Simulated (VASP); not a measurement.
The system is TiMoSe4.

```
CELL_PARAMETERS angstrom
-2.97572 2.97572 4.31142
2.97572 -2.97572 4.31142
2.97572 2.97572 -4.31142
ATOMIC_POSITIONS crystal
Ti 0.50000 0.50000 0.00000
Mo 0.00000 0.00000 0.00000
Se 0.50000 0.00000 0.50000
Se 0.00000 0.50000 0.50000
Se 0.75000 0.25000 0.50000
Se 0.25000 0.75000 0.50000
```

The cell was built from a structure type or drawn by symmetry, and may not be a known phase.

- Program: VASP 6.6.1
- Task: relaxation of cell and atoms
- Functional: PBE
- Potentials or basis: VASP PAW PBE potentials, release 64 (Ti_sv, Mo_sv, Se)
- Cutoff: 600 eV
- k mesh: 3 × 3 × 3
- Occupations: gaussian, width 0.15 eV
- Spin: collinear spin
- Starting moments: [1.0, 1.0, 0.0, 0.0, 0.0, 0.0] μB

At the start: pressure 12.0 GPa; volume 25.45 Å³/atom.

Problem. Where does the relaxation end?

Solution. Over 9 steps the energy falls by 1127.8 meV/atom and the volume is 24.01 Å³/atom (-5.7 %); space group I4/mmm (No. 139, to 0.1 Å) before and after; moment 2.00 μB per cell.

Step by step:
| step | energy change (eV) | largest force (eV/Å) | pressure (GPa) | volume (Å³) |
| --- | --- | --- | --- | --- |
| 1 | 0.0000 | 0.0000 | 12.04 | 152.71 |
| 2 | -5.1851 | 0.0000 | -8.31 | 187.03 |
| 3 | -5.5480 | 0.0000 | -7.38 | 175.83 |
| 4 | -5.5513 | 0.0000 | -7.19 | 175.14 |
| 5 | -5.5474 | 0.0000 | -6.97 | 174.42 |
| 6 | -6.7247 | 0.0000 | -1.86 | 149.14 |
| 7 | -6.7581 | 0.0000 | -0.87 | 146.23 |
| 8 | -6.7455 | 0.0000 | 1.55 | 140.49 |
| 9 | -6.7667 | 0.0000 | -0.02 | 144.05 |

Final structure:
```
Ti Mo Se
1.0
    -2.58966    2.58966    5.37006
     2.58966   -2.58966    5.37006
     2.58966    2.58966   -5.37006
Ti Mo Se
1 1 4
Direct
  0.50000 0.50000 0.00000
  0.00000 0.00000 0.00000
  0.50000 0.00000 0.50000
  0.00000 0.50000 0.50000
  0.75000 0.25000 0.50000
  0.25000 0.75000 0.50000
```

Caveat: the k points lie up to 0.45 Å⁻¹ apart in the final cell.
